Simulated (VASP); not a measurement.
**Al32H: single point with PBE+D3(BJ)**

System: Al32H, a slab with vacuum.

```xyz
33
Lattice="5.6288 0.0000 0.0000 -2.8144 4.8747 0.0000 0.0000 0.0000 33.5549" Properties=species:S:1:pos:R:3 pbc="T T T"
Al    0.0000    1.6249    4.0000
Al   -1.4072    4.0623    4.0000
Al    2.8144    1.6249    4.0000
Al    1.4072    4.0623    4.0000
Al    0.0000    0.0000    6.3103
Al   -1.4072    2.4374    6.3103
Al    2.8144    0.0000    6.3103
Al    1.4072    2.4374    6.3103
Al    1.4072    0.8125    8.6205
Al    0.0000    3.2498    8.6205
Al    4.2216    0.8125    8.6205
Al    2.8144    3.2498    8.6205
Al    0.0000    0.0000   10.9308
Al   -1.4072    2.4374   10.9308
Al    2.8144    0.0000   10.9308
Al    1.4072    2.4374   10.9308
Al    0.0000    1.6249   13.2253
Al   -1.4072    4.0623   13.2253
Al    2.8144    1.6249   13.2253
Al    1.4072    4.0623   13.2253
Al    0.0000    0.0000   15.5445
Al   -1.4072    2.4374   15.5445
Al    2.8144    0.0000   15.5445
Al    1.4072    2.4374   15.5445
Al    1.4072    0.8125   17.8746
Al    0.0000    3.2498   17.8746
Al    4.2216    0.8125   17.8746
Al    2.8144    3.2498   17.8746
Al    0.0000    0.0000   20.2549
Al   -1.4072    2.4374   20.2549
Al    2.8144    0.0000   20.2549
Al    1.4072    2.4374   20.2549
H     0.0000    1.6249   22.7549
```

```json
{"Program": "VASP 6.6.1", "Task": "single point", "Functional": "PBE", "Dispersion": "D3(BJ)", "Potentials or basis": "VASP PAW PBE potentials, release 64 (Al, H)", "Cutoff": "520 eV", "k mesh": "6 × 6 × 1", "Occupations": "gaussian, width 0.1 eV", "Spin": "no spin polarisation", "Dipole correction": "yes", "Further INCAR settings": "LREAL = Auto; ALGO = Normal; EDIFF = 1e-07; NBANDS = 70"}
```

```json
{"Largest force": "1.270 eV/Å", "Band gap on the k mesh": "zero (an odd number of electrons rules out a gap without spin polarisation)", "Dispersion energy per atom": "-0.298 eV"}
```

Forces in eV/Å, atoms in the order of the input:
```
Al   0.000  0.000 -0.086
Al  -0.005 -0.003 -0.093
Al   0.000  0.006 -0.093
Al   0.005 -0.003 -0.093
Al   0.000  0.001  0.083
Al   0.001  0.000  0.083
Al   0.000  0.000  0.074
Al  -0.001  0.000  0.083
Al   0.005 -0.003  0.014
Al   0.000  0.006  0.014
Al  -0.005 -0.003  0.014
Al   0.000  0.000 -0.018
Al   0.000 -0.002  0.011
Al  -0.002  0.001  0.011
Al   0.000  0.000 -0.012
Al   0.002  0.001  0.011
Al   0.000  0.000  0.007
Al  -0.001  0.000  0.039
Al   0.000  0.001  0.039
Al   0.001  0.000  0.039
Al   0.000  0.035 -0.029
Al   0.030 -0.018 -0.029
Al   0.000  0.000  0.062
Al  -0.030 -0.018 -0.029
Al  -0.013  0.007 -0.030
Al   0.000 -0.015 -0.030
Al   0.013  0.007 -0.030
Al   0.000  0.000 -0.029
Al   0.000  0.074  0.423
Al   0.064 -0.037  0.423
Al   0.000  0.000  0.017
Al  -0.064 -0.037  0.423
H    0.000  0.000 -1.270
```

Levels at points of the mesh, in eV from the Fermi level:
```
           k point  band 45  band 46  band 47  band 48  band 49  band 50  band 51  band 52
(0.00, 0.00, 0.00)    -1.71    -1.71    -1.07    -0.75    -0.75    -0.74    -0.58    -0.58
(0.50, 0.00, 0.00)    -0.20    -0.18    -0.15     0.08     0.08     0.42     0.49     0.62
```

Wall time 30 min on 1 thread of Intel Xeon 8259CL (shared host), peak memory 0.98 GiB.
